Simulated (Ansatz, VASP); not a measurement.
# ZnF2: VASP beside Ansatz

```
CELL_PARAMETERS angstrom
4.71863 0.00000 0.00000
0.00000 4.71863 0.00000
0.00000 0.00000 3.14302
ATOMIC_POSITIONS crystal
Zn 0.00000 0.00000 0.00000
Zn 0.50000 0.50000 0.50000
F 0.30240 0.30240 0.00000
F 0.19760 0.80240 0.50000
F 0.69760 0.69760 0.00000
F 0.80240 0.19760 0.50000
```

Alike in both runs: task single point; functional PBE; k mesh 6 × 6 × 8; no spin polarisation.

|  | VASP | Ansatz |
| --- | --- | --- |
| version | VASP 6.6.1 | Ansatz 0.2.0 |
| potentials or method | VASP PAW PBE potentials, release 64 (Zn, F), cutoff 600 eV | PAW plane waves |
| occupations | fermi-dirac, width 0.1 eV | fermi-dirac |
| valence electrons in the cell | 52 | 52 |

Ansatz gave:

```
pressure (GPa)                                                : 4.8
traceless stress, the component that is largest in VASP (GPa) : 0.24
rms of the force components (eV/Å)                            : 0.014
```

Problem. Which values does VASP return?

Solution. Pressure (GPa): 5.4; traceless stress, the component that is largest in VASP (GPa): 0.39; rms of the force components (eV/Å): 0.011.

Atom by atom the forces differ by 0.003 eV/Å (rms over components).
